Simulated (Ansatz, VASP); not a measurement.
One calculation of B3W, two programs

```xyz
4
Lattice="2.9187 0.0000 0.0000 0.0000 2.9187 0.0000 0.0000 0.0000 3.9341" Properties=species:S:1:pos:R:3 pbc="T T T"
B     1.4593    1.4593    0.7007
B     0.0000    1.4593    1.7909
B     1.4593    0.0000    1.7909
W     0.0000    0.0000    3.5857
```

Change from the starting cell: the structure that the rattled Cu3Au (L1_2) type (Pm-3m, No. 221) fell into.

Alike in both runs: task relaxation of cell and atoms; functional PBE; k mesh 16 × 16 × 12; occupations gaussian, width 0.1 eV; no spin polarisation.

|  | VASP | Ansatz |
| --- | --- | --- |
| version | VASP 6.6.1 | Ansatz 0.2.0 |
| potentials or method | VASP PAW PBE potentials, release 64 (B, W_sv), cutoff 600 eV | scalar-relativistic, plane waves, PAW |
| valence electrons in the cell | 23 | 23 |

|  | VASP | Ansatz | Ansatz less VASP |
| --- | --- | --- | --- |
| gap on the k mesh at the Fermi level, each at its own relaxed structure (eV) | none | none | - |
| relaxed volume (Å³/atom) | 8.40 | 8.39 | -0.012 |
| relaxed cell length with the largest relative difference (Å) | 3.934 | 3.931 | -0.0030 |

A gap of «none» marks a metal or a gap that the smearing closes.

Neither program's run includes spin-orbit coupling.
